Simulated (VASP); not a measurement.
Sn, 2 atoms in the cell. It takes space group C2/c (No. 15, monoclinic). Conventional cell: a = 3.178 Å, b = 8.342 Å, c = 4.458 Å, α = 90.00°, β = 110.77°, γ = 90.00°. Within 4.0 Å of Sn (site symmetry 2) lie 10 Sn at 3.05 to 3.79 Å. 

```yaml
Program: VASP 6.6.1
Task: single point
Functional: r2SCAN
Potentials_or_basis: VASP PAW PBE potentials, release 64 (Sn_d)
Cutoff: 520 eV
k_mesh: 11 × 11 × 8
Occupations: methfessel-paxton, width 0.2 eV
Spin: no spin polarisation
Dipole_correction: no
Further_INCAR_settings: ALGO = Normal; EDIFF = 1e-06; NBANDS = 21
```

Potentials or basis: VASP PAW PBE potentials, release 64 (Sn_d).

Launch:

```console
$ cat potpaw_PBE.64/Sn_d/POTCAR > POTCAR
$ cp INCAR.step1 INCAR
$ mpirun -np 1 vasp_std > vasp.out
$ cp INCAR.step2 INCAR
$ mpirun -np 1 vasp_std > vasp.out
```

Hardware: 1 thread of Intel(R) Xeon(R) 6975P-C (Granite Rapids), with other jobs on the host.

Problem. How long does it take, and how much memory?

Solution. It took 6.9 min on 1 thread of Intel(R) Xeon(R) 6975P-C (Granite Rapids), on a shared host, peak memory 0.39 GiB. Counts: k points 270.
